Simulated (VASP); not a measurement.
# Ir (I4/mmm) in VASP: single point with PBEsol

Aim: the single point of Ir with PBEsol.

Everything below comes from runs of VASP 6.6.1. Logs are shortened: lines on timing, memory, paths and dates and some standing lists are left out, and cuts for length are marked.

**1. The cell of the first run**

The structure is tetragonal, space group I4/mmm (No. 139). The conventional cell has a = 2.715 Å, b = 2.715 Å, c = 3.609 Å, α = 90.00°, β = 90.00°, γ = 90.00°. Ir (site symmetry 4/mmm) has 18 Ir at 2.63 to 3.84 Å within 3.9 Å.

**2. Single point, PBEsol (strain -0.0600 x Voigt [0, 0, 1, 0, 0, 0])**

Contents of INCAR:

```
PREC = Accurate
ENCUT = 520
EDIFF = 1E-6
ISMEAR = 0
SIGMA = 0.15
LREAL = False
LASPH = True
NELM = 100
ALGO = Normal
ISIF = 2
LWAVE = False
LCHARG = False
GGA = PS
NBANDS = 10
```

Contents of KPOINTS:

```
regular mesh
0
Gamma
  22 22 22
```

Contents of POSCAR:

```
Ir
1.0
    0.0000000000      1.9197000000      1.8045180000
    1.9197000000      0.0000000000      1.8045180000
    1.9197000000      1.9197000000      0.0000000000
Ir
1
Direct
    0.0000000000      0.0000000000      0.0000000000
```

Potentials or basis: VASP PAW PBE potentials, release 64 (Ir).

Command:

```
> cat potpaw_PBE.64/Ir/POTCAR > POTCAR
> mpirun -np 1 vasp_std > vasp.out
```

OUTCAR:

```text
PREC = Accurate
   ENCUT = 520
   EDIFF = 1E-6
   ISMEAR = 0
   LREAL = False
   LASPH = True
   NELM = 100
   ISIF = 2
   GGA = PS

 ion  position               nearest neighbor table
   1  0.000  0.000  0.000-

  LATTYP: Found a body centered tetragonal cell.
 ALAT       =     2.7148657757
 C/A-ratio  =     1.3293607486

  Lattice vectors:

 A1 = (   0.0000000000,  -1.9197000000,  -1.8045180000)
 A2 = (   0.0000000000,   1.9197000000,  -1.8045180000)
 A3 = (   1.9197000000,   0.0000000000,   1.8045180000)

Analysis of symmetry for initial positions (statically):
=====================================================================
 Subroutine PRICEL returns:
 Original cell was already a primitive cell.

 Routine SETGRP: Setting up the symmetry group for a
 body centered tetragonal supercell.

 Subroutine GETGRP returns: Found 16 space group operations
 (whereof 16 operations were pure point group operations)
 out of a pool of 16 trial point group operations.

The static configuration has the point symmetry D_4h.

Analysis of symmetry for dynamics (positions and initial velocities):
=====================================================================
 Subroutine PRICEL returns:
 Original cell was already a primitive cell.

 Routine SETGRP: Setting up the symmetry group for a
 body centered tetragonal supercell.

 Subroutine GETGRP returns: Found 16 space group operations
 (whereof 16 operations were pure point group operations)
 out of a pool of 16 trial point group operations.

The dynamic configuration has the point symmetry D_4h.

 Subroutine INISYM returns: Found 16 space group operations
 (whereof 16 operations are pure point group operations),
 and found     1 'primitive' translations

----------------------------------------------------------------------------------------

                                     Primitive cell

  volume of cell :      13.3002

  direct lattice vectors                    reciprocal lattice vectors
     0.000000000  1.919700000  1.804518000    -0.260457363  0.260457363  0.277082301
     1.919700000  0.000000000  1.804518000     0.260457363 -0.260457363  0.277082301
     1.919700000  1.919700000  0.000000000     0.260457363  0.260457363 -0.277082301

  length of vectors
     2.634678975  2.634678975  2.714865776     0.460923722  0.460923722  0.460923722

  position of ions in fractional coordinates (direct lattice)
     0.000000000  0.000000000  0.000000000

  ion indices of the primitive-cell ions
   primitive index   ion index
[... 73 lines left out ...]
   EDIFF  = 0.1E-05   stopping-criterion for ELM
   LREAL  =      F    real-space projection
   EDIFFG = 0.1E-04   stopping-criterion for IOM
   NSW    =      0    number of steps for IOM
   IBRION =     -1    ionic relax: 0-MD 1-quasi-New 2-CG
   NFREE  =      0    steps in history (QN), initial steepest desc. (CG)
   ISIF   =      2    stress and relaxation
   ISYM   =      2    0-nonsym 1-usesym 2-fastsym
   POTIM  = 0.5000    time-step for ionic-motion
   TEBEG  =    0.0;   TEEND  =   0.0 temperature during run
   PSTRESS=    0.0 pullay stress
   NELECT =       9.0000    total number of electrons
   NUPDOWN=      -1.0000    fix difference up-down
   EMIN   =  10.00;   EMAX   =-10.00  energy-range for DOS
   EFERMI =   0.00;   METHOD = LEGACY
   ISMEAR =     0;   SIGMA  =   0.15  broadening in eV -4-tet -1-fermi 0-gaus
   EFERMI_NEDOS =   21; number of points for ismear=-14 and -15
   IALGO  =     38    algorithm
   IMIX   =      4    mixing-type and parameters
     AMIX     =   0.40;   BMIX     =  1.00
     AMIX_MAG =   1.60;   BMIX_MAG =  1.00
  volume/ion in A,a.u.               =      13.30        89.75
  Fermi-wavevector in a.u.,A,eV,Ry     =   1.437263  2.716034 28.105908  2.065726
  Thomas-Fermi vector in A             =   2.556360
   LORBIT       =      0    0 simple, 1 ext, 2 COOP (PROOUT), +10 PAW based schemes
   GGA     = PS    functional components
   LHFCALC =     F    Hartree Fock is set to
   AEXX    =    0.0000 exact exchange contribution
   IVDW    =     0    specifies the selected vdW correction
   LEPSILON=     F    determine dielectric tensor
   LRPA    =     F    only Hartree local field effects (RPA)
 non-spin polarized calculation
 Gauss-broadening in eV      SIGMA  =   0.15
  energy-cutoff  :      520.00
  volume of cell :       13.30
 maximum number of plane-waves:       370
   NGX =  9   NGY =  9   NGZ =  9

 number of electron       8.9999999 magnetization

 Free energy of the ion-electron system (eV)
  ---------------------------------------------------
  ext. energy  EPLUGINS =         0.00000000
  ---------------------------------------------------
  free energy    TOTEN  =        -9.71554670 eV

  energy without entropy =       -9.70473131  energy(sigma->0) =       -9.71013901

 E-fermi :  11.3178     XC(G=0): -14.4652

 val. band max:       11.3145681065   @ k =   0.3182   0.2273   0.0000
 cond. band min:      11.3182330435   @ k =  -0.1818   0.0000   0.1364
 fundamental gap:      0.0036649370
 Fermi energy:        11.3178426202

 k-point     1 :       0.0000    0.0000    0.0000
  band No.  band energies     occupation
      1      -0.5176      2.00000
      2       6.8207      2.00000
      3       6.8207      2.00000
      4       7.6533      2.00000
      5       9.4656      2.00000
      6      10.5851      2.00000
      7      25.6047      0.00000
      8      30.7639      0.00000
      9      30.7639      0.00000
     10      33.0454      0.00000
[... 287 lines left out ...]
 k-point    24 :      -0.4545    0.0455    0.0000
  band No.  band energies     occupation
      1       2.6253      2.00000
      2       6.5757      2.00000
      3       7.3444      2.00000
      4       9.8597      2.00000
      5      12.4679      0.00000
      6      12.5516      0.00000
      7      19.4855      0.00000
      8      25.2822      0.00000
      9      31.4054      0.00000
     10      32.0562      0.00000

 [... further k-points ...]
[... 5 lines left out ...]
  --------------------------------------------------------------------------------------
  -------------------------------------------------------------------------------------
  Total        1.5047917      1.5047917      3.6861767      0.0000000      0.0000000      0.0000000
  in kB      181.2712947    181.2712947    444.0468445      0.0000000      0.0000000      0.0000000
  external PRESSURE =     268.8631446 kB  Pullay stress =       0.0000000 kB

 VOLUME and BASIS-vectors are now :
 -----------------------------------------------------------------------------
  energy-cutoff  :      520.00
  volume of cell :       13.30
      direct lattice vectors                 reciprocal lattice vectors
     0.000000000  1.919700000  1.804518000    -0.260457363  0.260457363  0.277082301
     1.919700000  0.000000000  1.804518000     0.260457363 -0.260457363  0.277082301
     1.919700000  1.919700000  0.000000000     0.260457363  0.260457363 -0.277082301

 POSITION                                       TOTAL-FORCE (eV/Angst)
 -----------------------------------------------------------------------------------
      0.00000      0.00000      0.00000         0.000000      0.000000      0.000000
 -----------------------------------------------------------------------------------
    total drift:                                0.000000      0.000000      0.000000

  FREE ENERGIE OF THE ION-ELECTRON SYSTEM (eV)
  ---------------------------------------------------
  free  energy   TOTEN  =        -9.7155467003 eV

  energy  without entropy=       -9.7047313117  energy(sigma->0) =       -9.71013901
```

OSZICAR:

```text
N       E                     dE             d eps       ncg     rms          rms(c)
DAV:   1     0.478268766204E+02    0.47827E+02   -0.44119E+03 16800   0.827E+02
DAV:   2    -0.943398067486E+01   -0.57261E+02   -0.54493E+02 17144   0.200E+02
DAV:   3    -0.103016642545E+02   -0.86768E+00   -0.86469E+00 19318   0.297E+01
DAV:   4    -0.103095491985E+02   -0.78849E-02   -0.78835E-02 19018   0.263E+00
DAV:   5    -0.103096989742E+02   -0.14978E-03   -0.14977E-03 19302   0.346E-01    0.188E+01
DAV:   6    -0.982670973282E+01    0.48299E+00   -0.75006E-01 18770   0.107E+01    0.788E+00
DAV:   7    -0.972294571272E+01    0.10376E+00   -0.27531E-01 20658   0.592E+00    0.150E+00
DAV:   8    -0.971947538060E+01    0.34703E-02   -0.19844E-03 18160   0.497E-01    0.105E+00
DAV:   9    -0.971555025156E+01    0.39251E-02   -0.23290E-03 18392   0.708E-01    0.390E-02
DAV:  10    -0.971554483642E+01    0.54151E-05   -0.13387E-05 24552   0.379E-02    0.109E-02
DAV:  11    -0.971554671680E+01   -0.18804E-05   -0.97179E-07 14404   0.609E-03    0.739E-04
DAV:  12    -0.971554670027E+01    0.16531E-07   -0.25553E-08  8918   0.178E-03
   1 F= -.97155467E+01 E0= -.97101390E+01  d E =-.108154E-01
```

stdout:

```text
POSCAR found type information on POSCAR Ir
 POSCAR found :  1 types and       1 ions
 scaLAPACK will be used
 -----------------------------------------------------------------------------
|                                                                             |
|                                                                             |
|     You enforced a specific xc type in the INCAR file but a different       |
|     I HOPE YOU KNOW WHAT YOU ARE DOING!                                     |
|                                                                             |
 -----------------------------------------------------------------------------

 LDA part: xc-table for (Slater+PW92), standard interpolation
 POSCAR, INCAR and KPOINTS ok, starting setup
 FFT: planning ... GRIDC
 FFT: planning ... GRID_SOFT
 FFT: planning ... GRID
 WAVECAR not read
 entering main loop
```

Wall time 36 s (1 thread of Intel Xeon 6975P-C (Granite Rapids), shared host); peak memory 0.23 GiB.

What came out:

```yaml
Free_energy: -9.7155 eV
Pressure: 26.9 GPa
Band_gap_on_the_k_mesh: zero (an odd number of electrons rules out a gap without spin polarisation)
```

Stress tensor (GPa, compression positive):
```
18.13  0.00  0.00
 0.00 18.13  0.00
 0.00  0.00 44.40
```

Levels at points of the mesh, in eV from the Fermi level:
```csv
k point,band 1,band 2,band 3,band 4,band 5,band 6,band 7,band 8
"(0.00, 0.00, 0.00)",-11.84,-4.50,-4.50,-3.66,-1.85,-0.73,14.29,19.45
"(0.50, 0.00, 0.00)",-8.78,-4.83,-3.87,-0.92,0.78,1.33,7.97,13.70
"(0.50, 0.50, 0.00)",-8.61,-8.10,1.00,1.74,1.74,2.65,11.24,11.24
"(0.50, 0.00, 0.50)",-8.67,-7.97,0.99,1.24,1.25,2.07,10.83,11.99
```

Caveat: the cell differs from its parent crystal (strain -0.0600 x Voigt [0, 0, 1, 0, 0, 0]); the cell stands under pressure; the PAW data sets were made with another functional, which shifts forces and pressure a little; spin-orbit coupling is left out, which moves the levels of the heavy elements.
